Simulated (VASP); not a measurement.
Set up this calculation in VASP 6.6.1, as the native input.

```yaml
Task: single point
Functional: LDA
Potentials_or_basis: VASP PAW LDA potentials, release 64 (Ta_pv, Sb)
Cutoff: 520 eV
k_mesh: 13 × 13 × 13
Occupations: fermi-dirac, width 0.05 eV
Spin: no spin polarisation
Dipole_correction: no
Further_INCAR_settings: ALGO = Normal; EDIFF = 1e-07; NBANDS = 15
```

The structure of TaSb (rocksalt type) lies in POSCAR:

```
TaSb
1.0
    0.0000000000      2.1991488773      2.1991488773
    2.1991488773      0.0000000000      2.1991488773
    2.1991488773      2.1991488773      0.0000000000
Ta Sb
1 1
Direct
    0.0000000000      0.0000000000      0.0000000000
    0.5000000000      0.5000000000      0.5000000000
```

The input as run:

INCAR

```
  PREC = Accurate
  ENCUT = 520
  EDIFF = 1E-7
  ISMEAR = -1
  SIGMA = 0.05
  LREAL = False
  LASPH = True
  NELM = 60
  ALGO = Normal
  ISIF = 2
  LWAVE = False
  LCHARG = True
  GGA = CA
  LELF = True
  LVHAR = True
  NBANDS = 15
```

KPOINTS

```
regular mesh
0
Gamma
  13 13 13
```

Potentials or basis: VASP PAW LDA potentials, release 64 (Ta_pv, Sb).

Launch:

```bash
$ cat potpaw_LDA.64/Ta_pv/POTCAR potpaw_LDA.64/Sb/POTCAR > POTCAR
$ mpirun -np 1 vasp_std > vasp.out
```

Results of the run:

The pressure is 420.5 GPa and the band gap on the k mesh is zero (bands 8 and 9 overlap by 2.85 eV).

Caveat: the cell stands under pressure; spin-orbit coupling is left out, which moves the levels of the heavy elements.

It took 31 s on 1 thread of Intel Xeon 8259CL, on a shared host, peak memory 0.15 GiB.
